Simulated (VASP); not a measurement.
Crystal: SiO2.

```
CELL_PARAMETERS angstrom
4.23576 0.00000 0.00000
0.00000 4.23576 0.00000
0.00000 0.00000 2.69050
ATOMIC_POSITIONS crystal
Si 0.00000 0.00000 0.00000
Si 0.50000 0.50000 0.50000
O 0.30698 0.30698 0.00000
O 0.19302 0.80698 0.50000
O 0.69302 0.69302 0.00000
O 0.80698 0.19302 0.50000
```

| Property | Result |
| --- | --- |
| Program | VASP 6.6.1 |
| Task | relaxation of cell and atoms |
| Functional | PBEsol |
| Potentials or basis | VASP PAW PBE potentials, release 64 (Si, O) |
| Cutoff | 600 eV |
| k mesh | 6 × 6 × 8 |
| Occupations | fermi-dirac, width 0.02 eV |
| Spin | no spin polarisation |

At the start: pressure -6.2 GPa; volume 8.05 Å³/atom.

Problem. How do energy, volume and symmetry change on relaxing?

Solution. Over 7 steps the energy falls by 3.9 meV/atom and the volume is 7.86 Å³/atom (-2.3 %); space group P4_2/mnm (No. 136, to 0.1 Å) before and after.

Step by step:
```csv
step,energy change (eV),largest force (eV/Å),pressure (GPa),volume (Å³)
1,0.0000,0.0082,-6.24,48.27
2,0.0082,0.3434,8.21,46.11
3,-0.0201,0.1589,0.05,47.27
4,-0.0234,0.0179,0.06,47.14
5,-0.0234,0.0272,0.06,47.13
6,-0.0235,0.0063,-0.05,47.14
7,-0.0236,0.0002,-0.03,47.14
```

Final structure:
```
Si O
1.0
     4.19194    0.00000    0.00000
     0.00000    4.19194    0.00000
     0.00000    0.00000    2.68259
Si O
2 4
Direct
  0.00000 0.00000 0.00000
  0.50000 0.50000 0.50000
  0.30582 0.30582 0.00000
  0.19418 0.80582 0.50000
  0.69418 0.69418 0.00000
  0.80582 0.19418 0.50000
```

Caveat: the PAW data sets were made with another functional, which shifts forces and pressure a little.
